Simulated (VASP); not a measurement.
A run of VASP 6.6.1 is set up as follows.

File POSCAR:

```
ScAl3
1.0
    4.0878065700      0.0000000000      0.0000000000
    0.0000000000      4.0878065700      0.0000000000
    0.0000000000      0.0000000000      4.0878065700
Sc Al
1 3
Direct
    0.0000000000      0.0000000000      0.0000000000
    0.5000000000      0.5000000000      0.0000000000
    0.0000000000      0.5000000000      0.5000000000
    0.5000000000      0.0000000000      0.5000000000
```

File INCAR.step1:

```
PREC = Accurate ; ENCUT = 520
ISMEAR = -1 ; SIGMA = 0.05
LREAL = False ; LASPH = True
NELM = 60 ; NBANDS = 18
GGA = PE ; ALGO = Normal
EDIFF = 1E-4 ; LWAVE = True
LCHARG = False
```

Contents of INCAR.step2:

```
PREC = Accurate ; ENCUT = 520
EDIFF = 1E-7 ; ISMEAR = -1
SIGMA = 0.05 ; LREAL = False
LASPH = True ; NELM = 60
ALGO = Normal ; ISIF = 2
LWAVE = False ; LCHARG = False
METAGGA = R2SCAN ; LMIXTAU = True
NBANDS = 18 ; ISTART = 1
```

The input KPOINTS:

```
regular mesh
0
Gamma
  9 9 9
```

Potentials or basis: VASP PAW PBE potentials, release 64 (Sc_sv, Al).

Launch:

```console
$ cat potpaw_PBE.64/Sc_sv/POTCAR potpaw_PBE.64/Al/POTCAR > POTCAR
$ cp INCAR.step1 INCAR
$ mpirun -np 1 vasp_std > vasp.out
$ cp INCAR.step2 INCAR
$ mpirun -np 1 vasp_std > vasp.out
```

Question: What does it give for the band gap on the k mesh?

Answer: Zero (band 10 reaches 8.29 eV, above the bottom of band 11 at 4.24 eV).

Question: What does it give for the pressure?

Answer: -0.1 GPa.

Caveat: the PAW data sets were made with another functional, which shifts forces and pressure a little.
